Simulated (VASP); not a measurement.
A run of VASP 6.6.1 is set up as follows.

INCAR

```
SYSTEM = Si4S
ALGO     = Normal         ! electronic algorithm
EDIFF    = 1E-7           ! SCF threshold, eV
EDIFFG   = -0.08          ! ionic threshold
ENCUT    = 600            ! plane-wave cutoff, eV
GGA      = PE             ! functional
IBRION   = 2              ! ionic algorithm
ISIF     = 3              ! what is computed and relaxed
ISMEAR   = 0              ! smearing method
LASPH    = .True.         ! aspherical terms in the spheres
LCHARG   = .False.        ! write CHGCAR
LREAL    = .False.        ! projectors in reciprocal space
LWAVE    = .False.        ! write WAVECAR
NELM     = 60             ! most SCF steps
NSW      = 36             ! ionic steps
PREC     = Accurate       ! precision mode
SIGMA    = 0.2            ! smearing width, eV
```

Contents of KPOINTS:

```
k-points
0
Gamma
  5 5 5
  0 0 0
```

The input POSCAR:

```
Si4S
1.0
    1.9200000000      1.1085125200      8.1333333300
   -1.9200000000      1.1085125200      8.1333333300
    0.0000000000     -2.2170250300      8.1333333300
Si S
4 1
Direct
    0.9130000000      0.9130000000      0.9130000000
    0.0870000000      0.0870000000      0.0870000000
    0.4520000000      0.4520000000      0.4520000000
    0.5480000000      0.5480000000      0.5480000000
    0.0000000000      0.0000000000      0.0000000000
```

Potentials or basis: VASP PAW PBE potentials, release 64 (Si, S).

Run with:

```bash
$ cat potpaw_PBE.64/Si/POTCAR potpaw_PBE.64/S/POTCAR > POTCAR
$ mpirun -np 1 vasp_std > vasp.out
```

Q: Predict the relaxed volume.

A: 21.48 Å³/atom.

Q: Predict the relaxed cell.

A: a = 8.434 Å, b = 8.434 Å, c = 8.434 Å, α = 26.78°, β = 26.78°, γ = 26.78°.

Q: What does it give for the space group after relaxing (to 0.1 Å)?

A: R-3m (No. 166).

Final structure:
```
Si S
1.0
     1.95304    1.12759    8.12669
    -1.95304    1.12759    8.12669
     0.00000   -2.25518    8.12669
Si S
4 1
Direct
  0.91293 0.91293 0.91293
  0.08707 0.08707 0.08707
  0.45147 0.45147 0.45147
  0.54853 0.54853 0.54853
  0.00000 0.00000 0.00000
```
